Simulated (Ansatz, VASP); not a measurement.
**Y2RhC3: VASP beside Ansatz**

```
CELL_PARAMETERS angstrom
5.56084 0.00000 0.00000
-2.78042 4.81583 0.00000
0.00000 0.00000 3.68156
ATOMIC_POSITIONS crystal
Y 0.33333 0.66667 0.00000
Y 0.66667 0.33333 0.00000
Rh 0.00000 0.00000 0.00000
C 0.50000 0.00000 0.50000
C 0.50000 0.50000 0.50000
C 0.00000 0.50000 0.50000
```

Alike in both runs: functional PBE; k mesh 12 × 12 × 10; occupations gaussian, width 0.1 eV; no spin polarisation.

Ansatz relaxed the structure, and its values are those at the end. VASP's run is a single point on that final structure, the one shown.

```csv
,VASP,Ansatz
version,VASP 6.6.1,Ansatz 0.2.0
potentials or method,"VASP PAW PBE potentials, release 64 (Y_sv, Rh_pv, C), cutoff 520 eV","scalar-relativistic, plane waves, PAW"
valence electrons in the cell,49,51
```

|  | VASP | Ansatz | Ansatz less VASP |
| --- | --- | --- | --- |
| gap on the k mesh at the Fermi level (eV) | none | none | - |
| pressure (GPa) | -0.1 | 0.0 | +0.10 |

A gap of «none» marks a metal or a gap that the smearing closes. With one functional, cell and mesh, what is left measures potentials, basis and numerics. VASP's potentials hold 49 valence electrons a cell and Ansatz's 51, so a difference there can come from the potentials and not from the codes.
